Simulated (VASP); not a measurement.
Write the native input for VASP 6.6.1 that does the following.

```yaml
Task: single point
Functional: LDA
Potentials_or_basis: VASP PAW LDA potentials, release 64 (B, As_d)
Cutoff: 560 eV
k_mesh: 10 × 10 × 10
Occupations: fermi-dirac, width 0.2 eV
Spin: no spin polarisation
Dipole_correction: no
Further_INCAR_settings: ALGO = Normal; EDIFF = 1e-06; NBANDS = 16
```

The structure of BAs lies in POSCAR:

```
BAs
1.0
    0.0000000000      2.3885000000      2.3885000000
    2.2929600000      0.0000000000      2.3885000000
    2.2929600000      2.3885000000      0.0000000000
B As
1 1
Direct
    0.0000000000      0.0000000000      0.0000000000
    0.7500000000      0.7500000000      0.7500000000
```

This cell differs from its parent crystal: strain -0.0400 x Voigt [1, 0, 0, 0, 0, 0].

The input as run:

INCAR

```
SYSTEM = BAs
  PREC = Accurate
  ENCUT = 560
  EDIFF = 1E-6
  ISMEAR = -1
  SIGMA = 0.2
  LREAL = .False.
  LASPH = .True.
  NELM = 120
  ALGO = Normal
  ISIF = 2
  LWAVE = .False.
  LCHARG = .False.
  NBANDS = 16
  GGA_COMPAT = .False.
```

KPOINTS

```
regular mesh
0
Gamma
  10 10 10
  0 0 0
```

Potentials or basis: VASP PAW LDA potentials, release 64 (B, As_d).

Launch:

```bash
$ cat potpaw_LDA.64/B/POTCAR potpaw_LDA.64/As_d/POTCAR > POTCAR
$ mpirun -np 1 vasp_std > vasp.out
```

Results of the run:

```yaml
Pressure: 2.9 GPa
Band_gap_on_the_k_mesh: 0.47 eV (least direct gap 2.88 eV)
```

Caveat: the cell differs from its parent crystal (strain -0.0400 x Voigt [1, 0, 0, 0, 0, 0]); the stress differs along the axes, from 0 to 8 GPa; semilocal functionals underestimate gaps, and a narrow one can read as zero.

Run time: 35 s on 1 thread of Intel(R) Xeon(R) Platinum 8259CL CPU @ 2.50GHz (Skylake/Cascade Lake), on a shared host, peak memory 0.17 GiB.
